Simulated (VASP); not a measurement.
Set up this calculation in VASP 6.6.1, as the native input.

| Item | Value |
| --- | --- |
| Task | single point |
| Functional | PBE |
| Potentials or basis | VASP PAW PBE potentials, release 64 (Zn, Sb, O) |
| Cutoff | 520 eV |
| k mesh | 6 × 6 × 4 |
| Occupations | gaussian, width 0.1 eV |
| Spin | no spin polarisation |
| Dipole correction | no |
| Further INCAR settings | ALGO = Normal; EDIFF = 1e-07; NBANDS = 32 |

The structure of Zn2SbO3 lies in POSCAR:

```
Zn2SbO3
1.0
    3.1552527893      0.0000000000      0.0000000000
    0.0000000000      3.1552527893      0.0000000000
    0.0000000000      0.0000000000      8.6254742205
Zn Sb O
2 1 3
Direct
    0.0000000000      0.5000000000      0.6172459822
    0.5000000000      0.0000000000      0.3827540178
    0.0000000000      0.0000000000      0.0000000000
    0.5000000000      0.5000000000      0.0000000000
    0.0000000000      0.5000000000      0.3764721532
    0.5000000000      0.0000000000      0.6235278468
```

The input as run:

INCAR

```
  PREC = Accurate
  ENCUT = 520
  EDIFF = 1E-7
  ISMEAR = 0
  SIGMA = 0.1
  LREAL = F
  LASPH = T
  NELM = 80
  ALGO = Normal
  ISIF = 2
  LWAVE = F
  LCHARG = F
  GGA = PE
  NBANDS = 32
```

KPOINTS

```
regular mesh
0
Gamma
  6 6 4
```

Potentials or basis: VASP PAW PBE potentials, release 64 (Zn, Sb, O).

The run is started by

```console
$ cat potpaw_PBE.64/Zn/POTCAR potpaw_PBE.64/Sb/POTCAR potpaw_PBE.64/O/POTCAR > POTCAR
$ mpirun -np 1 vasp_std > vasp.out
```

It gave:

The pressure is 0.0 GPa and the largest force is 0.061 eV/Å.

Caveat: an odd number of electrons without spin polarisation forces a metal; a magnetic or distorted state may lie lower.

It took 27 s on 1 thread of Intel(R) Xeon(R) 6975P-C (Granite Rapids) (shared host), peak memory 0.23 GiB.
